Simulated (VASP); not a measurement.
Set up this calculation in VASP 6.6.1, as the native input.

| Item | Value |
| --- | --- |
| Task | single point |
| Functional | PBEsol |
| Potentials or basis | VASP PAW PBE potentials, release 64 (Ba_sv, Te) |
| Cutoff | 520 eV |
| k mesh | 7 × 7 × 7 |
| Occupations | fermi-dirac, width 0.05 eV |
| Spin | no spin polarisation |
| Dipole correction | no |
| Further INCAR settings | ALGO = Normal; EDIFF = 1e-06; NBANDS = 15 |

The structure of BaTe lies in POSCAR:

```
BaTe
1.0
    0.0000000000      3.0416609606      3.0416609606
    3.0416609606      0.0000000000      3.0416609606
    3.0416609606      3.0416609606      0.0000000000
Ba Te
1 1
Direct
    0.0000000000      0.0000000000      0.0000000000
    0.5000000000      0.5000000000      0.5000000000
```

These files were run (other wordings do the same):

INCAR

```
SYSTEM = BaTe
PREC = Accurate
ENCUT = 520
EDIFF = 1E-6
ISMEAR = -1
SIGMA = 0.05
LREAL = .False.
LASPH = .True.
NELM = 100
ALGO = Normal
ISIF = 2
LWAVE = .False.
LCHARG = .False.
GGA = PS
NBANDS = 15
```

KPOINTS

```
Automatic mesh
0
Gamma
  7 7 7
  0 0 0
```

Potentials or basis: VASP PAW PBE potentials, release 64 (Ba_sv, Te).

Command:

```bash
$ cat potpaw_PBE.64/Ba_sv/POTCAR potpaw_PBE.64/Te/POTCAR > POTCAR
$ mpirun -np 1 vasp_std > vasp.out
```

Results of the run:

```json
{
 "Pressure": "31.2 GPa",
 "Band gap on the k mesh": "0.01 eV (least direct gap 0.21 eV)"
}
```

Caveat: the cell stands under pressure; the smearing spreads over this small gap; semilocal functionals underestimate gaps, and a narrow one can read as zero; the PAW data sets were made with another functional, which shifts forces and pressure a little; spin-orbit coupling is left out, which moves the levels of the heavy elements; an odd mesh through Γ misses points on the zone boundary, where band edges can lie.

Wall time 24 s on 1 thread of Intel Xeon 8259CL (shared host), peak memory 0.18 GiB.
